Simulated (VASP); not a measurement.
Wanted: the native input for a VASP 6.6.1 run.

| Quantity | Value |
| --- | --- |
| Task | single point |
| Functional | PBEsol |
| Potentials or basis | VASP PAW PBE potentials, release 64 (Sn_d, Te) |
| Cutoff | 520 eV |
| k mesh | 4 × 4 × 4 |
| Occupations | fermi-dirac, width 0.05 eV |
| Spin | no spin polarisation |
| Dipole correction | no |
| Further INCAR settings | ALGO = Normal; EDIFF = 1e-07; NBANDS = 17 |

The structure of SnTe lies in POSCAR:

```
SnTe
1.0
    0.0000000000      3.5077840481      3.5077840481
    3.5077840481      0.0000000000      3.5077840481
    3.5077840481      3.5077840481      0.0000000000
Sn Te
1 1
Direct
    0.0000000000      0.0000000000      0.0000000000
    0.7500000000      0.7500000000      0.7500000000
```

These files were run (other wordings do the same):

INCAR

```
SYSTEM = SnTe
ALGO = Normal
EDIFF = 1E-7
ENCUT = 520
GGA = PS
ISIF = 2
ISMEAR = -1
LASPH = .TRUE.
LCHARG = .TRUE.
LELF = .TRUE.
LREAL = .FALSE.
LVHAR = .TRUE.
LWAVE = .FALSE.
NBANDS = 17
NELM = 60
PREC = Accurate
SIGMA = 0.05
```

KPOINTS

```
k-points
0
G
  4 4 4
  0 0 0
```

Potentials or basis: VASP PAW PBE potentials, release 64 (Sn_d, Te).

Launch:

```console
$ cat potpaw_PBE.64/Sn_d/POTCAR potpaw_PBE.64/Te/POTCAR > POTCAR
$ mpirun -np 1 vasp_std > vasp.out
```

Results of the run:

| Item | Value |
| --- | --- |
| Pressure | 0.0 GPa |
| Band gap on the k mesh | zero (band 10 reaches 3.90 eV, above the bottom of band 11 at 3.68 eV) |

Caveat: the k points lie up to 0.39 Å⁻¹ apart; the PAW data sets were made with another functional, which shifts forces and pressure a little; spin-orbit coupling is left out, which moves the levels of the heavy elements.

Run time: 14 s on 1 thread of Intel(R) Xeon(R) Platinum 8488C (Sapphire Rapids), with other jobs on the host, peak memory 0.23 GiB.
